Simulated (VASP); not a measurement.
Input of a VASP 6.6.1 run:

File INCAR:

```
PREC     = Accurate       # precision mode
ENCUT    = 600            # plane-wave cutoff, eV
EDIFF    = 1E-6           # SCF threshold, eV
ISMEAR   = -1             # smearing method
SIGMA    = 0.08           # smearing width, eV
LREAL    = F              # projectors in reciprocal space
LASPH    = T              # aspherical terms in the spheres
NELM     = 100            # most SCF steps
ALGO     = Normal         # electronic algorithm
ISIF     = 3              # what is computed and relaxed
LWAVE    = F              # write WAVECAR
LCHARG   = F              # write CHGCAR
GGA      = PE             # functional
IBRION   = 2              # ionic algorithm
NSW      = 60             # ionic steps
EDIFFG   = -0.005         # ionic threshold
PSTRESS  = 1000.0
```

Contents of KPOINTS:

```
Automatic mesh
0
Gamma
  17 17 9
```

POSCAR

```
Ag
1.0
    2.5912638590      0.0000000000      0.0000000000
   -1.2956319295      2.2441003298      0.0000000000
    0.0000000000      0.0000000000      4.1978474516
Ag
2
Direct
    0.3333333333      0.6666666667      0.2500000000
    0.6666666667      0.3333333333      0.7500000000
```

Potentials or basis: VASP PAW PBE potentials, release 64 (Ag).

Run with:

```console
$ cat potpaw_PBE.64/Ag/POTCAR > POTCAR
$ mpirun -np 1 vasp_std > vasp.out
```

Problem. What does it give for the band gap on the k mesh?

Solution. Zero (band 11 reaches 18.95 eV, above the bottom of band 12 at 10.22 eV).

Problem. What does it give for the relaxed cell?

Solution. a = 2.580 Å, b = 2.580 Å, c = 4.242 Å, α = 90.00°, β = 90.00°, γ = 120.00°.

Problem. Estimate the space group after relaxing (to 0.05 Å).

Solution. P6_3/mmc (No. 194).

Step by step:
```
step  energy change (eV)  largest force (eV/Å)  pressure (GPa)  volume (Å³)
   1              0.0000                0.0000          100.85        24.41
   2             -0.1396                0.0000           96.00        24.63
   3             -0.0769                0.0000           98.24        24.53
   4              0.1608                0.0000          106.72        24.16
   5             -0.0292                0.0000           99.96        24.45
   6             -0.0302                0.0000           99.96        24.45
   7             -0.0536                0.0000           99.05        24.49
   8             -0.0311                0.0000           99.91        24.45
   9             -0.0276                0.0000           99.99        24.45
  10             -0.0296                0.0000           99.96        24.45
```

Caveat: the cell is relaxed towards a set pressure, so the enthalpy falls and the energy may rise.
